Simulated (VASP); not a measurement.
Set up this calculation in VASP 6.6.1, as the native input.

* Task: electric field gradients
* Functional: PBE
* Potentials or basis: VASP PAW PBE potentials, release 64 (Sn_d, Se)
* Cutoff: 520 eV
* k mesh: 12 × 12 × 12
* Occupations: fermi-dirac, width 0.05 eV
* Spin: no spin polarisation
* Dipole correction: no
* Further INCAR settings: ALGO = Normal; EDIFF = 1e-08; NBANDS = 17

The structure of SnSe (zincblende type) lies in POSCAR:

```
SnSe
1.0
    0.0000000000      3.4553904362      3.4553904362
    3.4553904362      0.0000000000      3.4553904362
    3.4553904362      3.4553904362      0.0000000000
Sn Se
1 1
Direct
    0.0000000000      0.0000000000      0.0000000000
    0.2500000000      0.2500000000      0.2500000000
```

The input as run:

INCAR

```
  ALGO = Normal
  EDIFF = 1E-8
  ENCUT = 520
  GGA = PE
  ISIF = 2
  ISMEAR = -1
  LASPH = T
  LCHARG = F
  LEFG = T
  LREAL = F
  LWAVE = F
  NBANDS = 17
  NELM = 100
  PREC = Accurate
  SIGMA = 0.05
```

KPOINTS

```
k-points
0
Gamma
  12 12 12
```

Potentials or basis: VASP PAW PBE potentials, release 64 (Sn_d, Se).

Launch:

```console
$ cat potpaw_PBE.64/Sn_d/POTCAR potpaw_PBE.64/Se/POTCAR > POTCAR
$ mpirun -np 1 vasp_std > vasp.out
```

It gave:

The pressure is -1.6 GPa and the band gap on the k mesh is 0.23 eV (least direct gap 0.77 eV). The largest electric field gradient by atom is zero within the noise of the run.

Caveat: spin-orbit coupling is left out, which moves the levels of the heavy elements.

Run time: 44 s on 1 thread of Intel(R) Xeon(R) 6975P-C (Granite Rapids) (shared host), peak memory 0.26 GiB.
